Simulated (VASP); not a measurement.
Mg8HO8 (a cell with a defect), 17 atoms in the cell. The cell holds a defect, 17 atoms: a = 5.466 Å, b = 5.466 Å, c = 5.466 Å, α = 60.00°, β = 60.00°, γ = 60.00°. 

| Quantity | Value |
| --- | --- |
| Program | VASP 6.6.1 |
| Task | single point |
| Functional | PBE |
| Potentials or basis | VASP PAW PBE potentials, release 64 (Mg, O, H) |
| Cutoff | 520 eV |
| k mesh | 2 × 2 × 2 |
| Occupations | fermi-dirac, width 0.05 eV |
| Spin | collinear spin |
| Starting moments | [0.0, 0.0, 0.0, 0.0, 0.0, 0.0, 0.0, 0.0, 0.08, 0.0, 0.08, 0.08, 0.0, 0.0, 0.08, 0.0, 0.32] μB |
| Dipole correction | no |
| Further INCAR settings | LREAL = Auto; ALGO = Normal; EDIFF = 1e-06; NBANDS = 50 |

Potentials or basis: VASP PAW PBE potentials, release 64 (Mg, O, H).

The run is started by

```console
$ cat potpaw_PBE.64/Mg/POTCAR potpaw_PBE.64/O/POTCAR potpaw_PBE.64/H/POTCAR > POTCAR
$ mpirun -np 1 vasp_std > vasp.out
```

Hardware: 1 thread of Intel Xeon 8259CL, on a shared host.

Task: Estimate the wall time of this run.

Result: Run time: 7.3 min on 1 thread of Intel Xeon 8259CL, with other jobs on the host, peak memory 0.34 GiB. Counts: scf iterations 15, k points 8.
